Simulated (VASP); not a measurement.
# MoS2 (P-3m1) in VASP: notebook

The runs below take MoS2 through single point, with RPBE+D3(BJ), PBEsol+U, PBEsol.

All numbers are computed with VASP 6.6.1; they aren't measurements. Logs are shortened: lines on timing, memory, paths and dates and some standing lists are left out, and cuts for length are marked.

## (1) The cell of the first run

It takes space group P-3m1 (No. 164, trigonal). The conventional cell has a = 3.270 Å, b = 3.270 Å, c = 6.396 Å, α = 90.00°, β = 90.00°, γ = 120.00°. Mo (site symmetry -3m) has 6 S at 2.45 Å within 3.2 Å. Within 3.2 Å of S (site symmetry 3m) lie 3 Mo at 2.45 Å.

## (2) Single point, RPBE+D3(BJ)

Contents of INCAR:

```
SYSTEM = MoS2
ALGO = Normal ; EDIFF = 1E-6
ENCUT = 520 ; GGA = RP
ISIF = 2 ; ISMEAR = -1
IVDW = 12 ; LASPH = .TRUE.
LCHARG = .TRUE. ; LELF = .TRUE.
LREAL = .FALSE. ; LVHAR = .TRUE.
LWAVE = .FALSE. ; NBANDS = 20
NELM = 60 ; PREC = Accurate
SIGMA = 0.05
```

Contents of KPOINTS:

```
k-points
0
G
  9 9 4
  0 0 0
```

Contents of POSCAR:

```
MoS2
1.0
    3.2699360711      0.0000000000      0.0000000000
   -1.6349680355      2.8318477062      0.0000000000
    0.0000000000      0.0000000000      6.3955418068
Mo S
1 2
Direct
    0.0000000000      0.0000000000      0.5000000000
    0.6666666667      0.3333333333      0.7446806800
    0.3333333333      0.6666666667      0.2553193200
```

Potentials or basis: VASP PAW PBE potentials, release 64 (Mo_sv, S).

Run with:

```
> cat potpaw_PBE.64/Mo_sv/POTCAR potpaw_PBE.64/S/POTCAR > POTCAR
> mpirun -np 1 vasp_std > vasp.out
```

OUTCAR:

```text
SYSTEM = MoS2
   EDIFF = 1E-6
   ENCUT = 520
   GGA = RP
   ISIF = 2
   ISMEAR = -1
   IVDW = 12
   LASPH = .TRUE.
   LREAL = .FALSE.
   NELM = 60
   PREC = Accurate
 IVDW          = 12

 ion  position               nearest neighbor table
   1  0.000  0.000  0.500-   2 2.45   3 2.45   3 2.45   2 2.45   2 2.45   3 2.45
   2  0.667  0.333  0.745-   1 2.45   1 2.45   1 2.45
   3  0.333  0.667  0.255-   1 2.45   1 2.45   1 2.45

  LATTYP: Found a hexagonal cell.
 ALAT       =     3.2699360711
 C/A-ratio  =     1.9558614198

  Lattice vectors:

 A1 = (   3.2699360711,   0.0000000000,   0.0000000000)
 A2 = (  -1.6349680355,   2.8318477062,   0.0000000000)
 A3 = (   0.0000000000,   0.0000000000,   6.3955418068)

Analysis of symmetry for initial positions (statically):
=====================================================================
 Subroutine PRICEL returns:
 Original cell was already a primitive cell.

 Routine SETGRP: Setting up the symmetry group for a
 hexagonal supercell.

 Subroutine GETGRP returns: Found 12 space group operations
 (whereof 12 operations were pure point group operations)
 out of a pool of 24 trial point group operations.

The static configuration has the point symmetry D_3d.

Analysis of symmetry for dynamics (positions and initial velocities):
=====================================================================
 Subroutine PRICEL returns:
 Original cell was already a primitive cell.

 Routine SETGRP: Setting up the symmetry group for a
 hexagonal supercell.

 Subroutine GETGRP returns: Found 12 space group operations
 (whereof 12 operations were pure point group operations)
 out of a pool of 24 trial point group operations.

The dynamic configuration has the point symmetry D_3d.

 Subroutine INISYM returns: Found 12 space group operations
 (whereof 12 operations are pure point group operations),
 and found     1 'primitive' translations

----------------------------------------------------------------------------------------

                                     Primitive cell

  volume of cell :      59.2225

  direct lattice vectors                    reciprocal lattice vectors
     3.269936071  0.000000000  0.000000000     0.305816376  0.176563167  0.000000000
    -1.634968036  2.831847706  0.000000000     0.000000000  0.353126334  0.000000000
     0.000000000  0.000000000  6.395541807     0.000000000  0.000000000  0.156358918

  length of vectors
     3.269936071  3.269936071  6.395541807     0.353126334  0.353126334  0.156358918

  position of ions in fractional coordinates (direct lattice)
     0.000000000  0.000000000  0.500000000
     0.666666667  0.333333333  0.744680680
     0.333333333  0.666666667  0.255319320

  ion indices of the primitive-cell ions
   primitive index   ion index
                 1           1
                 2           2
                 3           3

----------------------------------------------------------------------------------------

 KPOINTS: k-points

Automatic generation of k-mesh.
 Grid dimensions read from file:
 generate k-points for:    9    9    4

 Generating k-lattice:

  Cartesian coordinates                     Fractional coordinates (reciprocal lattice)
     0.033979597  0.019618130  0.000000000     0.111111111  0.000000000  0.000000000
     0.000000000  0.039236259  0.000000000     0.000000000  0.111111111  0.000000000
     0.000000000  0.000000000  0.039089730     0.000000000  0.000000000  0.250000000

  Length of vectors
     0.039236259  0.039236259  0.039089730

  Shift w.r.t. Gamma in fractional coordinates (k-lattice)
     0.000000000  0.000000000  0.000000000

 Subroutine IBZKPT returns following result:
 ===========================================

 Found     43 irreducible k-points:

 Following reciprocal coordinates:
            Coordinates               Weight
  0.000000  0.000000  0.000000      1.000000
  0.111111  0.000000  0.000000      6.000000
  0.222222  0.000000  0.000000      6.000000
  0.333333 -0.000000  0.000000      6.000000
  0.444444  0.000000  0.000000      6.000000
  0.111111  0.111111  0.000000      6.000000
[... 16 lines left out ...]
  0.222222  0.111111  0.250000     12.000000
 -0.111111  0.333333  0.250000     12.000000
 [... further k-points ...]
   k-points           NKPTS =     43   k-points in BZ     NKDIM =     43   number of bands    NBANDS=     20
   number of dos      NEDOS =    301   number of ions     NIONS =      3
   total plane-waves  NPLWV =  27648
   dimension x,y,z NGX =    24 NGY =   24 NGZ =   48
   dimension x,y,z NGXF=    48 NGYF=   48 NGZF=   96
   ions per type =               1   2
   NGX,Y,Z   is equivalent  to a cutoff of  12.20, 12.20, 12.48 a.u.
   NGXF,Y,Z  is equivalent  to a cutoff of  24.40, 24.40, 24.95 a.u.
 SYSTEM =  MoS2
   PREC   = accura    normal or accurate (medium, high low for compatibility)
   ISTART =      0    job   : 0-new  1-cont  2-samecut
   ICHARG =      2    charge: 1-file 2-atom 10-const
[... 82 lines left out ...]
     20      15.6574      0.00000

 k-point     3 :       0.2222    0.0000    0.0000
  band No.  band energies     occupation
      1     -55.2883      2.00000
      2     -29.4226      2.00000
      3     -29.3343      2.00000
      4     -29.2645      2.00000
      5      -7.4106      2.00000
      6      -6.5841      2.00000
[... 12 lines left out ...]
     19      14.1811      0.00000
     20      15.2433      0.00000

 k-point     4 :       0.3333   -0.0000    0.0000
  band No.  band energies     occupation
      1     -55.2796      2.00000
      2     -29.5148      2.00000
      3     -29.3560      2.00000
      4     -29.2461      2.00000
      5      -6.8411      2.00000
      6      -6.3958      2.00000
[... 12 lines left out ...]
     19      13.5994      0.00000
     20      14.5082      0.00000

 k-point     5 :       0.4444    0.0000    0.0000
  band No.  band energies     occupation
      1     -55.2740      2.00000
      2     -29.5742      2.00000
      3     -29.3700      2.00000
      4     -29.2341      2.00000
      5      -6.5783      2.00000
      6      -6.0637      2.00000
[... 12 lines left out ...]
     19      13.2101      0.00000
     20      14.6761      0.00000

 k-point     6 :       0.1111    0.1111    0.0000
  band No.  band energies     occupation
      1     -55.2906      2.00000
      2     -29.3949      2.00000
      3     -29.3315      2.00000
      4     -29.2693      2.00000
      5      -7.5564      2.00000
      6      -6.6198      2.00000
[... 12 lines left out ...]
     19      14.5999      0.00000
     20      15.4155      0.00000

 k-point     7 :       0.2222    0.1111    0.0000
  band No.  band energies     occupation
      1     -55.2825      2.00000
      2     -29.4752      2.00000
      3     -29.3588      2.00000
      4     -29.2521      2.00000
      5      -7.0138      2.00000
      6      -6.4885      2.00000
[... 12 lines left out ...]
     19      14.5922      0.00000
     20      14.6792      0.00000
[... 277 lines left out ...]
 k-point    20 :       0.4444    0.0000    0.2500
  band No.  band energies     occupation
      1     -55.2740      2.00000
      2     -29.5742      2.00000
      3     -29.3700      2.00000
      4     -29.2341      2.00000
      5      -6.6258      2.00000
      6      -5.9992      2.00000
[... 12 lines left out ...]
     19      12.7650      0.00000
     20      14.5018      0.00000

 k-point    21 :       0.0000    0.4444    0.2500
  band No.  band energies     occupation
      1     -55.2740      2.00000
      2     -29.5742      2.00000
      3     -29.3700      2.00000
      4     -29.2341      2.00000
      5      -6.5820      2.00000
      6      -6.0591      2.00000
[... 12 lines left out ...]
     19      12.9424      0.00000
     20      13.9240      0.00000

 k-point    22 :       0.1111    0.1111    0.2500
  band No.  band energies     occupation
      1     -55.2906      2.00000
      2     -29.3949      2.00000
      3     -29.3315      2.00000
      4     -29.2693      2.00000
      5      -7.4872      2.00000
      6      -6.7158      2.00000
[... 12 lines left out ...]
     19      14.6238      0.00000
     20      15.4137      0.00000

 k-point    23 :       0.2222    0.1111    0.2500
  band No.  band energies     occupation
      1     -55.2825      2.00000
      2     -29.4752      2.00000
      3     -29.3588      2.00000
      4     -29.2521      2.00000
      5      -6.9818      2.00000
      6      -6.5236      2.00000
[... 12 lines left out ...]
     19      14.3560      0.00000
     20      15.4103      0.00000

 k-point    24 :      -0.1111    0.3333    0.2500
  band No.  band energies     occupation
      1     -55.2825      2.00000
      2     -29.4752      2.00000
      3     -29.3588      2.00000
      4     -29.2521      2.00000
      5      -6.9357      2.00000
      6      -6.5805      2.00000
[... 12 lines left out ...]
     19      14.6796      0.00000
     20      14.9947      0.00000

 [... further k-points ...]

------------------------ aborting loop because EDIFF is reached ----------------------------------------

 Edisp (eV)   -5.25443

 E8    (eV) :    -3.2574

  FORCE on cell =-STRESS in cart. coord.  units (eV):
  Direction    XX          YY          ZZ          XY          YZ          ZX
  --------------------------------------------------------------------------------------
  -------------------------------------------------------------------------------------
  Total      -7.65435    -7.65435    -4.19067    -0.00000     0.00000    -0.00000
  in kB    -207.07728  -207.07728  -113.37244    -0.00000     0.00000    -0.00000
  external pressure =     -175.84 kB  Pullay stress =        0.00 kB

 VOLUME and BASIS-vectors are now :
 -----------------------------------------------------------------------------
  energy-cutoff  :      520.00
  volume of cell :       59.22
      direct lattice vectors                 reciprocal lattice vectors
     3.269936071  0.000000000  0.000000000     0.305816376  0.176563167  0.000000000
    -1.634968036  2.831847706  0.000000000     0.000000000  0.353126334  0.000000000
     0.000000000  0.000000000  6.395541807     0.000000000  0.000000000  0.156358918

 POSITION                                       TOTAL-FORCE (eV/Angst)
 -----------------------------------------------------------------------------------
      0.00000      0.00000      3.19777         0.000000      0.000000      0.000000
      1.63497      0.94395      4.76264         0.000000      0.000000     -0.853006
     -0.00000      1.88790      1.63291        -0.000000      0.000000      0.853006
 -----------------------------------------------------------------------------------
    total drift:                                0.000000     -0.000000      0.000000

  FREE ENERGIE OF THE ION-ELECTRON SYSTEM (eV)
  ---------------------------------------------------
  free  energy   TOTEN  =       -25.0174450388 eV

  energy  without entropy=      -25.0077559761  energy(sigma->0) =      -25.01260051
```

Wall time 76 s (1 thread of AMD EPYC, shared host); peak memory 0.17 GiB.

What came out:

```yaml
Free_energy: -25.0174 eV
Pressure: -17.6 GPa
Largest_force: 0.853 eV/Å
Band_gap_on_the_k_mesh: zero (band 13 reaches 7.14 eV, above the bottom of band 14 at 6.09 eV)
Dispersion_energy_per_atom: -1.751 eV
```

Forces in eV/Å, atoms in the order of the input:
```
Mo   0.000  0.000  0.000
S    0.000  0.000 -0.853
S    0.000  0.000  0.853
```

Caveat: the PAW data sets were made with another functional, which shifts forces and pressure a little.

## (3) Single point, PBEsol+U

This run uses another cell than the first one, of 18.98 Å³/atom, 0.962 times its volume.

Contents of INCAR:

```
ALGO     = Normal         # electronic algorithm
EDIFF    = 1E-6           # SCF threshold, eV
ENCUT    = 520            # plane-wave cutoff, eV
GGA      = PS             # functional
ISIF     = 2              # what is computed and relaxed
ISMEAR   = -1             # smearing method
LASPH    = T              # aspherical terms in the spheres
LCHARG   = T              # write CHGCAR
LDAU     = T              # DFT+U
LDAUJ    = 0 0          
LDAUL    = 2 -1           # shell
LDAUPRINT= 1            
LDAUTYPE = 2            
LDAUU    = 6 0            # U, eV
LELF     = T              # ELF
LMAXMIX  = 4              # l up to which the mixer works
LREAL    = F              # projectors in reciprocal space
LVHAR    = T            
LWAVE    = F              # write WAVECAR
NBANDS   = 20             # bands
NELM     = 150            # most SCF steps
PREC     = Accurate       # precision mode
SIGMA    = 0.05           # smearing width, eV
```

Contents of KPOINTS:

```
k-points
0
Gamma
  9 9 4
```

Contents of POSCAR:

```
MoS2
1.0
    3.2274645616      0.0000000000      0.0000000000
   -1.6137322808      2.7950663001      0.0000000000
    0.0000000000      0.0000000000      6.3124734200
Mo S
1 2
Direct
    0.0000000000      0.0000000000      0.5000000000
    0.6666666667      0.3333333333      0.7446806800
    0.3333333333      0.6666666667      0.2553193200
```

Potentials or basis: VASP PAW PBE potentials, release 64 (Mo_sv, S).

Run with:

```
> cat potpaw_PBE.64/Mo_sv/POTCAR potpaw_PBE.64/S/POTCAR > POTCAR
> mpirun -np 1 vasp_std > vasp.out
```

Wall time 40 s (1 thread of Intel Xeon 6975P-C, shared host); peak memory 0.19 GiB.

It converged, with:

- Free energy: -15.4877 eV
- Pressure: 0.0 GPa
- Largest force: 0.305 eV/Å
- Band gap on the k mesh: zero (band 13 reaches 7.67 eV, above the bottom of band 14 at 6.54 eV)

Forces in eV/Å, atoms in the order of the input:
```
Mo   0.000  0.000  0.000
S    0.000  0.000  0.305
S    0.000  0.000 -0.305
```

Stress tensor (GPa, compression positive):
```
-0.75  0.00  0.00
 0.00 -0.75  0.00
 0.00  0.00  1.63
```

Levels at points of the mesh, in eV from the Fermi level:
```csv
k point,band 11,band 12,band 13,band 14,band 15,band 16
"(0.00, 0.00, 0.00)",-1.02,-1.01,-1.01,-0.39,-0.39,3.27
"(0.00, 0.00, 0.50)",-1.01,-1.01,-0.46,-0.46,-0.02,3.42
```

Eigenvalues of the final occupation matrices:
| site | spin | trace | eigenvalues |
| --- | --- | --- | --- |
| site 1 d | 1 | 1.90 | 0.33 0.33 0.38 0.43 0.43 |
| site 1 d | 2 | 1.90 | 0.33 0.33 0.38 0.43 0.43 |

Caveat: the PAW data sets were made with another functional, which shifts forces and pressure a little; this functional lacks dispersion, which binds the layers, so the pressure and a relaxed spacing across them are unreliable; U without spin polarisation on a metal has little footing.

## (4) Single point, PBEsol+U

This run uses another cell than the first one, of 18.98 Å³/atom, 0.962 times its volume.

Contents of INCAR:

```
  PREC = Accurate
  ENCUT = 520
  EDIFF = 1E-6
  ISMEAR = -1
  SIGMA = 0.05
  LREAL = False
  LASPH = True
  NELM = 150
  ALGO = Normal
  ISIF = 2
  LWAVE = False
  LCHARG = True
  LMAXMIX = 4
  LDAU = True
  LDAUTYPE = 2
  LDAUL = 2 -1
  LDAUU = 8 0
  LDAUJ = 0 0
  LDAUPRINT = 1
  GGA = PS
  LELF = True
  LVHAR = True
  NBANDS = 20
```

Contents of KPOINTS:

```
regular mesh
0
Gamma
  9 9 4
```

POSCAR is that of step 3.

Run with:

```
> cat potpaw_PBE.64/Mo_sv/POTCAR potpaw_PBE.64/S/POTCAR > POTCAR
> mpirun -np 1 vasp_std > vasp.out
```

It took 41 s on 1 thread of Intel Xeon 6975P-C, shared host; peak memory 0.2 GiB.

The run converged. Its results:

| Property | Result |
| --- | --- |
| Free energy | -13.1603 eV |
| Pressure | 1.5 GPa |
| Largest force | 0.394 eV/Å |
| Band gap on the k mesh | zero (band 13 reaches 7.66 eV, above the bottom of band 14 at 6.58 eV) |

Forces on the atoms (eV/Å):
```
Mo   0.000  0.000  0.000
S    0.000  0.000  0.394
S    0.000  0.000 -0.394
```

Stress tensor (GPa, compression positive):
```
0.93 0.00 0.00
0.00 0.93 0.00
0.00 0.00 2.54
```

Levels at points of the mesh, in eV from the Fermi level:
```
           k point  band 10  band 11  band 12  band 13  band 14  band 15  band 16  band 17
(0.00, 0.00, 0.00)    -1.98    -1.06    -1.00    -1.00    -0.42    -0.42     3.31     3.31
(0.00, 0.00, 0.50)    -3.74    -1.01    -1.01    -0.49    -0.49    -0.05     3.47     3.47
```

Eigenvalues of the final occupation matrices:
```
    site  spin  trace               eigenvalues
site 1 d     1   1.87  0.31 0.31 0.40 0.43 0.43
site 1 d     2   1.87  0.31 0.31 0.40 0.43 0.43
```

Caveat: the PAW data sets were made with another functional, which shifts forces and pressure a little; this functional lacks dispersion, which binds the layers, so the pressure and a relaxed spacing across them are unreliable; U without spin polarisation on a metal has little footing.

## (5) Single point, PBEsol

This run uses another cell than the first one, of 18.98 Å³/atom, 0.962 times its volume.

Contents of INCAR:

```
ALGO = Normal
EDIFF = 1E-6
ENCUT = 520
GGA = PS
ISIF = 2
ISMEAR = -1
LASPH = T
LCHARG = F
LREAL = F
LWAVE = F
NBANDS = 20
NELM = 80
PREC = Accurate
SIGMA = 0.03
```

Contents of KPOINTS:

```
k-points
0
Gamma
  5 5 2
```

POSCAR is that of step 4.

Run with:

```
> cat potpaw_PBE.64/Mo_sv/POTCAR potpaw_PBE.64/S/POTCAR > POTCAR
> mpirun -np 1 vasp_std > vasp.out
```

Wall time 10 s (1 thread of Intel Xeon Platinum 8488C (Sapphire Rapids), shared host); peak memory 0.16 GiB.

The run converged. Its results:

```
Free energy            : -22.5526 eV
Pressure               : -3.3 GPa
Largest force          : 0.146 eV/Å
Band gap on the k mesh : zero (band 13 reaches 6.69 eV, above the bottom of band 14 at 6.48 eV)
```

Forces on the atoms (eV/Å):
```
Mo   0.000  0.000  0.000
S    0.000  0.000 -0.146
S    0.000  0.000  0.146
```

Stress tensor (GPa, compression positive):
```
-3.61  0.00  0.00
 0.00 -3.61  0.00
 0.00  0.00 -2.73
```

Levels at points of the mesh, in eV from the Fermi level:
| k point | band 10 | band 11 | band 12 | band 13 | band 14 | band 15 | band 16 | band 17 |
| --- | --- | --- | --- | --- | --- | --- | --- | --- |
| (0.00, 0.00, 0.00) | -1.67 | -0.93 | -0.80 | -0.80 | -0.13 | -0.13 | 3.37 | 3.37 |
| (0.00, 0.00, 0.50) | -3.45 | -0.80 | -0.80 | -0.20 | -0.20 | 0.08 | 3.53 | 3.53 |

Caveat: the k points lie up to 0.50 Å⁻¹ apart; the PAW data sets were made with another functional, which shifts forces and pressure a little; this functional lacks dispersion, which binds the layers, so the pressure and a relaxed spacing across them are unreliable.

## (6) Overview

| level | U | cell | k mesh | smearing | gap on the mesh (eV) | pressure (GPa) | largest force (eV/Å) |
| --- | --- | --- | --- | --- | --- | --- | --- |
| RPBE+D3(BJ) | - | a = 3.270, b = 3.270, c = 6.396 Å, angles 90.0, 90.0, 120.0°, 3 atoms | 9 × 9 × 4 | fermi-dirac 0.05 eV | none | -17.6 | 0.85 |
| PBEsol+U | Mo d U = 6.0 eV | a = 3.227, b = 3.227, c = 6.312 Å, angles 90.0, 90.0, 120.0°, 3 atoms | 9 × 9 × 4 | fermi-dirac 0.05 eV | none | 0.0 | 0.31 |
| PBEsol+U | Mo d U = 8.0 eV | a = 3.227, b = 3.227, c = 6.312 Å, angles 90.0, 90.0, 120.0°, 3 atoms | 9 × 9 × 4 | fermi-dirac 0.05 eV | none | 1.5 | 0.39 |
| PBEsol | - | a = 3.227, b = 3.227, c = 6.312 Å, angles 90.0, 90.0, 120.0°, 3 atoms | 5 × 5 × 2 | fermi-dirac 0.03 eV | none | -3.3 | 0.15 |

Alike in all rows: task single point; potentials or basis VASP PAW PBE potentials, release 64 (Mo_sv, S); no spin polarisation; cutoff (eV) 520.

Caveats: some runs use coarse meshes; the PAW data sets were made with another functional, which shifts forces and pressure a little; this functional lacks dispersion, which binds the layers, so the pressure and a relaxed spacing across them are unreliable (some runs); U without spin polarisation on a metal has little footing (some runs).

Total energies depend on the potentials used, so only differences within one code and one set of settings carry meaning.
